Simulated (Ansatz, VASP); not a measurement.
**One calculation of H2PbO2, two programs**

```
CELL_PARAMETERS angstrom
12.43000 0.00000 0.00000
0.00000 11.77000 0.00000
0.00000 0.00000 13.11000
ATOMIC_POSITIONS crystal
Pb 0.48513 0.46816 0.64139
Pb 0.48513 0.46816 0.35877
O 0.55797 0.38233 0.50008
O 0.41462 0.55540 0.50008
O 0.61907 0.57790 0.65691
O 0.61907 0.57790 0.34325
H 0.63528 0.39194 0.50008
H 0.36203 0.61559 0.50008
H 0.63794 0.61808 0.59536
H 0.63794 0.61808 0.40480
```

Alike in both runs: task single point; functional PBE; k mesh 1 × 1 × 1; occupations gaussian, width 0.01 eV; no spin polarisation.

|  | VASP | Ansatz |
| --- | --- | --- |
| version | VASP 6.6.1 | Ansatz 0.2.0 |
| potentials or method | VASP PAW PBE potentials, release 64 (Pb_d, O, H), cutoff 520 eV | scalar-relativistic, plane waves, PAW |
| valence electrons in the cell | 56 | 56 |

```tsv
	VASP	Ansatz	Ansatz less VASP
gap on the k mesh at the Fermi level (eV)	3.91	3.92	+0.008
rms of the force components (eV/Å)	0.222	0.166	-0.0554
```

The functional is the same, so the differences come from potentials, cutoffs and numerics. Ansatz's warnings: structure snapped to symmetry.

Spin-orbit coupling is off throughout.
